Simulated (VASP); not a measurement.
Here is a VASP 6.6.1 calculation.

Contents of INCAR:

```
SYSTEM = Si
  ALGO = Normal
  EDIFF = 1E-6
  ENCUT = 500
  GGA = LIBXC
  GGA_COMPAT = .False.
  ISIF = 2
  ISMEAR = -1
  LASPH = .True.
  LCHARG = .False.
  LIBXC1 = GGA_X_B88
  LIBXC2 = GGA_C_PBE
  LREAL = .False.
  LWAVE = .False.
  NBANDS = 11
  NELM = 120
  PREC = Accurate
  SIGMA = 0.05
```

The input KPOINTS:

```
k-points
0
Gamma
  8 8 8
  0 0 0
```

File POSCAR:

```
Si
1.0
    0.0000000000      2.6662876123      2.6662876123
    2.6662876123      0.0000000000      2.6662876123
    2.6662876123      2.6662876123      0.0000000000
Si
2
Direct
    0.5000000000      0.5000000000      0.5000000000
    0.7500000000      0.7500000000      0.7500000000
```

Potentials or basis: VASP PAW PBE potentials, release 64 (Si).

Command:

```bash
$ cat potpaw_PBE.64/Si/POTCAR > POTCAR
$ mpirun -np 1 vasp_std > vasp.out
```

Predict the pressure.

7.9 GPa.

Predict the band gap on the k mesh.

0.53 eV (least direct gap 2.60 eV).

Caveat: the cell stands under pressure; the PAW data sets were made with another functional, which shifts forces and pressure a little. A k mesh can miss the band edges.
